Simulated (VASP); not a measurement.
# In3GaSb2N2 (Cmm2) in VASP: a series of runs

The runs below take In3GaSb2N2 through single point, with PBE.

All numbers are computed with VASP 6.6.1; they aren't measurements. Logs are shortened: lines on timing, memory, paths and dates and some standing lists are left out, and cuts for length are marked.

**1. The cell of the first run**

Symmetry: Cmm2, No. 35, orthorhombic system. The conventional cell has a = 7.023 Å, b = 7.911 Å, c = 6.581 Å, α = 90.00°, β = 90.00°, γ = 90.00°. Within 3.0 Å of In (site symmetry 2) lie 2 N at 2.25 Å and 2 Sb at 2.94 Å. In (site symmetry mm2) has 2 N at 2.23 Å and 2 Sb at 2.86 Å within 2.9 Å. Within 2.6 Å of Ga (site symmetry mm2) lie 2 N at 1.96 Å. Sb (site symmetry m) has 1 Ga at 2.80 Å and 3 In at 2.86 to 2.94 Å and 2 Sb at 3.52 Å within 3.7 Å. Within 2.6 Å of N (site symmetry m) lie 1 Ga at 1.96 Å and 3 In at 2.23 to 2.25 Å.

**2. Single point, PBE**

Contents of INCAR:

```
SYSTEM = In3GaSb2N2
PREC     = Accurate       ! precision mode
ENCUT    = 520            ! plane-wave cutoff, eV
EDIFF    = 1E-6           ! SCF threshold, eV
ISMEAR   = 0              ! smearing method
SIGMA    = 0.15           ! smearing width, eV
LREAL    = .False.        ! projectors in reciprocal space
LASPH    = .True.         ! aspherical terms in the spheres
NELM     = 100            ! most SCF steps
ALGO     = Normal         ! electronic algorithm
ISIF     = 2              ! what is computed and relaxed
LWAVE    = .False.        ! write WAVECAR
LCHARG   = .False.        ! write CHGCAR
GGA      = PE             ! functional
NBANDS   = 46             ! bands
```

Contents of KPOINTS:

```
Automatic mesh
0
Gamma
  2 2 2
  0 0 0
```

Contents of POSCAR:

```
In3GaSb2N2
1.0
    3.9555170096     -3.5117440423      0.0000000000
    3.9555170096      3.5117440423      0.0000000000
    0.0000000000      0.0000000000      6.5810555568
In Ga Sb N
3 1 2 2
Direct
    0.0000000000      0.5000000000      0.5895704217
    0.5000000000      0.5000000000     -0.0612174488
    0.5000000000      0.0000000000      0.5895704217
    0.0000000000      0.0000000000     -0.0873504716
    0.2340438874      0.2340438874      0.2323719338
    0.7659561126      0.7659561126      0.2323719338
    0.7645035536      0.2354964464      0.7523416048
    0.2354964464      0.7645035536      0.7523416048
```

Potentials or basis: VASP PAW PBE potentials, release 64 (In_d, Ga_d, Sb, N).

Started as:

```sh
cat potpaw_PBE.64/In_d/POTCAR potpaw_PBE.64/Ga_d/POTCAR potpaw_PBE.64/Sb/POTCAR potpaw_PBE.64/N/POTCAR > POTCAR
mpirun -np 1 vasp_std > vasp.out
```

OUTCAR:

```text
SYSTEM = In3GaSb2N2
   PREC = Accurate
   ENCUT = 520
   EDIFF = 1E-6
   ISMEAR = 0
   LREAL = .False.
   LASPH = .True.
   NELM = 100
   ISIF = 2
   GGA = PE

 ion  position               nearest neighbor table
   1  0.000  0.500  0.590-   7 2.25   8 2.25   5 2.94   6 2.94   4 3.39   4 3.39   2 3.50   2 3.50
                             3 3.51   3 3.51   3 3.96   3 3.96
   2  0.500  0.500  0.939-   7 2.23   8 2.23   5 2.86   6 2.86   1 3.50   3 3.50   3 3.50   1 3.50

   3  0.500  0.000  0.590-   7 2.25   8 2.25   5 2.94   6 2.94   4 3.39   4 3.39   2 3.50   2 3.50
                             1 3.51   1 3.51   1 3.96   1 3.96
   4  0.000  0.000  0.913-   7 1.96   8 1.96   5 2.80   6 2.80   1 3.39   3 3.39   1 3.39   3 3.39

   5  0.234  0.234  0.232-   4 2.80   2 2.86   3 2.94   1 2.94   6 3.52   6 3.52   6 3.70
   6  0.766  0.766  0.232-   4 2.80   2 2.86   3 2.94   1 2.94   5 3.52   5 3.52   5 3.70
   7  0.765  0.235  0.752-   4 1.96   2 2.23   3 2.25   1 2.25
   8  0.235  0.765  0.752-   4 1.96   2 2.23   3 2.25   1 2.25

  LATTYP: Found a base centered orthorhombic cell.
 ALAT       =     7.0234880846
 B/A-ratio  =     1.1263682552
 C/A-ratio  =     0.9370067234

  Lattice vectors:

 A1 = (  -3.9555170096,  -3.5117440423,   0.0000000000)
 A2 = (   3.9555170096,  -3.5117440423,   0.0000000000)
 A3 = (   0.0000000000,   0.0000000000,   6.5810555568)

Analysis of symmetry for initial positions (statically):
=====================================================================
 Subroutine PRICEL returns:
 Original cell was already a primitive cell.

 Routine SETGRP: Setting up the symmetry group for a
 base centered orthorhombic supercell.

 Subroutine GETGRP returns: Found  4 space group operations
 (whereof  4 operations were pure point group operations)
 out of a pool of  8 trial point group operations.

The static configuration has the point symmetry C_2v.

Analysis of symmetry for dynamics (positions and initial velocities):
=====================================================================
 Subroutine PRICEL returns:
 Original cell was already a primitive cell.

 Routine SETGRP: Setting up the symmetry group for a
 base centered orthorhombic supercell.

 Subroutine GETGRP returns: Found  4 space group operations
 (whereof  4 operations were pure point group operations)
 out of a pool of  8 trial point group operations.

The dynamic configuration has the point symmetry C_2v.

 Subroutine INISYM returns: Found  4 space group operations
 (whereof  4 operations are pure point group operations),
 and found     1 'primitive' translations

----------------------------------------------------------------------------------------

                                     Primitive cell

  volume of cell :     182.8318

  direct lattice vectors                    reciprocal lattice vectors
     3.955517010 -3.511744042  0.000000000     0.126405726 -0.142379397  0.000000000
     3.955517010  3.511744042  0.000000000     0.126405726  0.142379397  0.000000000
     0.000000000  0.000000000  6.581055557     0.000000000  0.000000000  0.151951308

  length of vectors
     5.289466989  5.289466989  6.581055557     0.190395116  0.190395116  0.151951308

  position of ions in fractional coordinates (direct lattice)
     0.000000000  0.500000000  0.589570422
     0.500000000  0.500000000  0.938782551
     0.500000000  0.000000000  0.589570422
     0.000000000  0.000000000  0.912649528
     0.234043887  0.234043887  0.232371934
     0.765956113  0.765956113  0.232371934
     0.764503554  0.235496446  0.752341605
     0.235496446  0.764503554  0.752341605

  ion indices of the primitive-cell ions
   primitive index   ion index
                 1           1
                 2           2
                 3           3
                 4           4
                 5           5
                 6           6
                 7           7
                 8           8

----------------------------------------------------------------------------------------

 KPOINTS: Automatic mesh

Automatic generation of k-mesh.
 Grid dimensions read from file:
 generate k-points for:    2    2    2

 Generating k-lattice:

  Cartesian coordinates                     Fractional coordinates (reciprocal lattice)
     0.063202863 -0.071189699  0.000000000     0.500000000  0.000000000  0.000000000
     0.063202863  0.071189699  0.000000000     0.000000000  0.500000000  0.000000000
     0.000000000  0.000000000  0.075975654     0.000000000  0.000000000  0.500000000

  Length of vectors
     0.095197558  0.095197558  0.075975654

  Shift w.r.t. Gamma in fractional coordinates (k-lattice)
     0.000000000  0.000000000  0.000000000

 Subroutine IBZKPT returns following result:
 ===========================================

 Found      6 irreducible k-points:

 Following reciprocal coordinates:
            Coordinates               Weight
  0.000000  0.000000  0.000000      1.000000
  0.500000  0.000000  0.000000      2.000000
  0.500000  0.500000  0.000000      1.000000
  0.000000  0.000000  0.500000      1.000000
  0.500000  0.000000  0.500000      2.000000
  0.500000  0.500000  0.500000      1.000000
   k-points           NKPTS =      6   k-points in BZ     NKDIM =      6   number of bands    NBANDS=     46
   number of dos      NEDOS =    301   number of ions     NIONS =      8
   total plane-waves  NPLWV =  80000
   dimension x,y,z NGX =    40 NGY =   40 NGZ =   50
   dimension x,y,z NGXF=    80 NGYF=   80 NGZF=  100
   ions per type =               3   1   2   2
   NGX,Y,Z   is equivalent  to a cutoff of  12.57, 12.57, 12.63 a.u.
   NGXF,Y,Z  is equivalent  to a cutoff of  25.14, 25.14, 25.26 a.u.
 SYSTEM =  In3GaSb2N2
   PREC   = accura    normal or accurate (medium, high low for compatibility)
   ISTART =      0    job   : 0-new  1-cont  2-samecut
   ICHARG =      2    charge: 1-file 2-atom 10-const
   ISPIN  =      1    spin polarized calculation?
   LNONCOLLINEAR =      F non collinear calculations
   LSORBIT =      F    spin-orbit coupling
   LASPH  =      T    aspherical Exc in radial PAW
   ENCUT  =  520.0 eV  38.22 Ry    6.18 a.u.   9.83  9.83 12.24*2*pi/ulx,y,z
   NELM   =    100;   NELMIN=  2; NELMDL= -5     # of ELM steps
   EDIFF  = 0.1E-05   stopping-criterion for ELM
   LREAL  =      F    real-space projection
   EDIFFG = 0.1E-04   stopping-criterion for IOM
   NSW    =      0    number of steps for IOM
   IBRION =     -1    ionic relax: 0-MD 1-quasi-New 2-CG
   NFREE  =      0    steps in history (QN), initial steepest desc. (CG)
   ISIF   =      2    stress and relaxation
   ISYM   =      2    0-nonsym 1-usesym 2-fastsym
   POTIM  = 0.5000    time-step for ionic-motion
   TEBEG  =    0.0;   TEEND  =   0.0 temperature during run
   PSTRESS=    0.0 pullay stress
   NELECT =      72.0000    total number of electrons
   NUPDOWN=      -1.0000    fix difference up-down
   EMIN   =  10.00;   EMAX   =-10.00  energy-range for DOS
   EFERMI =   0.00;   METHOD = LEGACY
   ISMEAR =     0;   SIGMA  =   0.15  broadening in eV -4-tet -1-fermi 0-gaus
   EFERMI_NEDOS =   21; number of points for ismear=-14 and -15
   IALGO  =     38    algorithm
   IMIX   =      4    mixing-type and parameters
     AMIX     =   0.40;   BMIX     =  1.00
     AMIX_MAG =   1.60;   BMIX_MAG =  1.00
  volume/ion in A,a.u.               =      22.85       154.23
  Fermi-wavevector in a.u.,A,eV,Ry     =   1.199965  2.267604 19.591234  1.439915
  Thomas-Fermi vector in A             =   2.335813
   LORBIT       =      0    0 simple, 1 ext, 2 COOP (PROOUT), +10 PAW based schemes
   GGA     = PE    functional components
   LHFCALC =     F    Hartree Fock is set to
   AEXX    =    0.0000 exact exchange contribution
   IVDW    =     0    specifies the selected vdW correction
   LEPSILON=     F    determine dielectric tensor
   LRPA    =     F    only Hartree local field effects (RPA)
 non-spin polarized calculation
 Gauss-broadening in eV      SIGMA  =   0.15
  energy-cutoff  :      520.00
  volume of cell :      182.83
 maximum number of plane-waves:      4940
 NGX is ok and might be reduce to    40
   NGX = 19   NGY = 19   NGZ = 25

 number of electron      72.0000011 magnetization

 Free energy of the ion-electron system (eV)
  ---------------------------------------------------
  ext. energy  EPLUGINS =         0.00000000
  ---------------------------------------------------
  free energy    TOTEN  =       -34.26987220 eV

  energy without entropy =      -34.24047660  energy(sigma->0) =      -34.25517440

 E-fermi :   6.5419     XC(G=0):  -9.7796

 val. band max:        6.4991671080   @ k =   0.0000   0.0000   0.0000
 cond. band min:       6.8590553303   @ k =   0.5000   0.0000   0.0000
 fundamental gap:      0.3598882222
 Fermi energy:         6.5419418911

 k-point     1 :       0.0000    0.0000    0.0000
  band No.  band energies     occupation
      1      -9.7574      2.00000
      2      -9.6982      2.00000
      3      -8.8089      2.00000
      4      -8.7492      2.00000
      5      -8.7179      2.00000
      6      -8.6538      2.00000
[... 38 lines left out ...]
     45      11.5559      0.00000
     46      11.7423      0.00000

 k-point     2 :       0.5000    0.0000    0.0000
  band No.  band energies     occupation
      1      -9.7413      2.00000
      2      -9.6816      2.00000
      3      -8.7998      2.00000
      4      -8.7591      2.00000
      5      -8.7181      2.00000
      6      -8.6350      2.00000
[... 38 lines left out ...]
     45      11.2322      0.00000
     46      11.4118      0.00000

 k-point     3 :       0.5000    0.5000    0.0000
  band No.  band energies     occupation
      1      -9.7315      2.00000
      2      -9.7174      2.00000
      3      -8.7960      2.00000
      4      -8.7552      2.00000
      5      -8.7249      2.00000
      6      -8.6430      2.00000
[... 38 lines left out ...]
     45      12.0304      0.00000
     46      12.3120      0.00000

 k-point     4 :       0.0000    0.0000    0.5000
  band No.  band energies     occupation
      1      -9.7562      2.00000
      2      -9.6976      2.00000
      3      -8.8009      2.00000
      4      -8.7483      2.00000
      5      -8.7170      2.00000
      6      -8.6592      2.00000
[... 38 lines left out ...]
     45      10.4489      0.00000
     46      11.0291      0.00000

 k-point     5 :       0.5000    0.0000    0.5000
  band No.  band energies     occupation
      1      -9.7414      2.00000
      2      -9.6816      2.00000
      3      -8.7972      2.00000
      4      -8.7581      2.00000
      5      -8.7187      2.00000
      6      -8.6375      2.00000
[... 38 lines left out ...]
     45      11.6186      0.00000
     46      11.8951      0.00000

 k-point     6 :       0.5000    0.5000    0.5000
  band No.  band energies     occupation
      1      -9.7328      2.00000
      2      -9.7181      2.00000
      3      -8.7977      2.00000
      4      -8.7540      2.00000
      5      -8.7255      2.00000
      6      -8.6434      2.00000
[... 38 lines left out ...]
     45      11.1232      0.00000
     46      11.5099      0.00000

------------------------ aborting loop because EDIFF is reached ----------------------------------------

  FORCE on cell =-STRESS in cart. coord.  units (eV):
  Direction    XX          YY          ZZ          XY          YZ          ZX
  --------------------------------------------------------------------------------------
  -------------------------------------------------------------------------------------
  Total       -0.1879826      0.2203407      0.2891196      0.0000000      0.0000000      0.0000000
  in kB       -1.6473149      1.9308730      2.5335906      0.0000000      0.0000000      0.0000000
  external PRESSURE =       0.9390496 kB  Pullay stress =       0.0000000 kB

 VOLUME and BASIS-vectors are now :
 -----------------------------------------------------------------------------
  energy-cutoff  :      520.00
  volume of cell :      182.83
      direct lattice vectors                 reciprocal lattice vectors
     3.955517010 -3.511744042  0.000000000     0.126405726 -0.142379397  0.000000000
     3.955517010  3.511744042  0.000000000     0.126405726  0.142379397  0.000000000
     0.000000000  0.000000000  6.581055557     0.000000000  0.000000000  0.151951308

 POSITION                                       TOTAL-FORCE (eV/Angst)
 -----------------------------------------------------------------------------------
      1.97776      1.75587      3.88000        -0.000000     -0.000000     -0.018010
      3.95552      0.00000      6.17818        -0.000000     -0.000000     -0.006060
      1.97776     -1.75587      3.88000        -0.000000     -0.000000     -0.018010
      0.00000      0.00000      6.00620        -0.000000     -0.000000     -0.016940
      1.85153      0.00000      1.52925         0.006979     -0.000000      0.032964
      6.05950      0.00000      1.52925        -0.006979     -0.000000      0.032964
      3.95552     -1.85774      4.95120        -0.000000      0.021278     -0.003453
      3.95552      1.85774      4.95120        -0.000000     -0.021278     -0.003453
 -----------------------------------------------------------------------------------
    total drift:                               -0.000000      0.000000      0.000175

  FREE ENERGIE OF THE ION-ELECTRON SYSTEM (eV)
  ---------------------------------------------------
  free  energy   TOTEN  =       -34.2698722020 eV

  energy  without entropy=      -34.2404765983  energy(sigma->0) =      -34.25517440
```

It took 59 s on 1 thread of Intel Xeon Platinum 8259CL at 2.50GHz (Skylake/Cascade Lake), shared host; peak memory 0.29 GiB.

What came out:

| Property | Result |
| --- | --- |
| Free energy | -34.2699 eV |
| Pressure | 0.1 GPa |
| Largest force | 0.034 eV/Å |
| Band gap on the k mesh | zero (band 36 reaches 7.12 eV, above the bottom of band 37 at 6.49 eV) |

Forces in eV/Å, atoms in the order of the input:
```
In   0.000  0.000 -0.018
In   0.000  0.000 -0.006
In   0.000  0.000 -0.018
Ga   0.000  0.000 -0.017
Sb   0.007  0.000  0.033
Sb  -0.007  0.000  0.033
N    0.000  0.021 -0.003
N    0.000 -0.021 -0.003
```

Caveat: the k points lie up to 0.60 Å⁻¹ apart; spin-orbit coupling is left out, which moves the levels of the heavy elements.

**3. Single point, PBE**

This run uses another cell than the first one, of 23.23 Å³/atom, 1.017 times its volume.

Contents of INCAR:

```
PREC = Accurate
ENCUT = 520
EDIFF = 1E-6
ISMEAR = 0
SIGMA = 0.1
LREAL = False
LASPH = True
NELM = 80
ALGO = Normal
ISIF = 2
LWAVE = False
LCHARG = True
GGA = PE
LELF = True
LVHAR = True
NBANDS = 46
```

Contents of KPOINTS:

```
regular mesh
0
Gamma
  6 6 6
```

Contents of POSCAR:

```
In3GaSb2N2
1.0
    3.3788485008     -4.3379805201      0.0000000000
    3.3788485008      4.3379805201      0.0000000000
    0.0000000000      0.0000000000      6.3406952271
In Ga Sb N
3 1 2 2
Direct
    0.0000000000      0.5000000000      0.3852157104
    0.5000000000      0.5000000000      0.0475407159
    0.5000000000      0.0000000000      0.3852157104
    0.0000000000      0.0000000000      0.0859444812
    0.2335656509      0.7664343491      0.7915022162
    0.7664343491      0.2335656509      0.7915022162
    0.7602456886      0.7602456886      0.2565394747
    0.2397543114      0.2397543114      0.2565394747
```

Potentials or basis: VASP PAW PBE potentials, release 64 (In_d, Ga_d, Sb, N).

Started as:

```sh
cat potpaw_PBE.64/In_d/POTCAR potpaw_PBE.64/Ga_d/POTCAR potpaw_PBE.64/Sb/POTCAR potpaw_PBE.64/N/POTCAR > POTCAR
mpirun -np 1 vasp_std > vasp.out
```

Run time: 4.1 min. Hardware: 1 thread of Intel Xeon 6975P-C (Granite Rapids), shared host; peak memory 0.56 GiB.

The run converged. Its results:

* Free energy: -33.8990 eV
* Pressure: 0.0 GPa
* Largest force: 0.016 eV/Å
* Band gap on the k mesh: zero (band 36 reaches 6.47 eV, above the bottom of band 37 at 5.44 eV)

Forces in eV/Å, atoms in the order of the input:
```
In   0.000  0.000  0.005
In   0.000  0.000 -0.016
In   0.000  0.000  0.005
Ga   0.000  0.000 -0.004
Sb   0.000 -0.003 -0.002
Sb   0.000  0.003 -0.002
N    0.003  0.000  0.008
N   -0.003  0.000  0.008
```

Levels at points of the mesh, in eV from the Fermi level:
| k point | band 34 | band 35 | band 36 | band 37 | band 38 | band 39 |
| --- | --- | --- | --- | --- | --- | --- |
| (0.00, 0.00, 0.00) | -1.82 | -1.41 | -1.06 | -0.60 | 0.68 | 0.88 |
| (0.50, 0.00, 0.00) | -1.90 | -1.02 | -1.01 | -0.18 | 0.10 | 2.20 |
| (0.50, 0.50, 0.00) | -2.10 | -0.28 | 0.16 | 1.15 | 1.25 | 2.02 |
| (0.00, 0.00, 0.50) | -2.27 | -1.36 | -0.30 | 1.41 | 1.73 | 2.23 |
| (0.50, 0.00, 0.50) | -1.72 | -1.07 | -0.90 | 0.83 | 0.99 | 2.01 |
| (0.50, 0.50, 0.50) | -1.81 | -1.37 | -0.22 | 0.01 | 0.68 | 0.91 |

Caveat: spin-orbit coupling is left out, which moves the levels of the heavy elements.
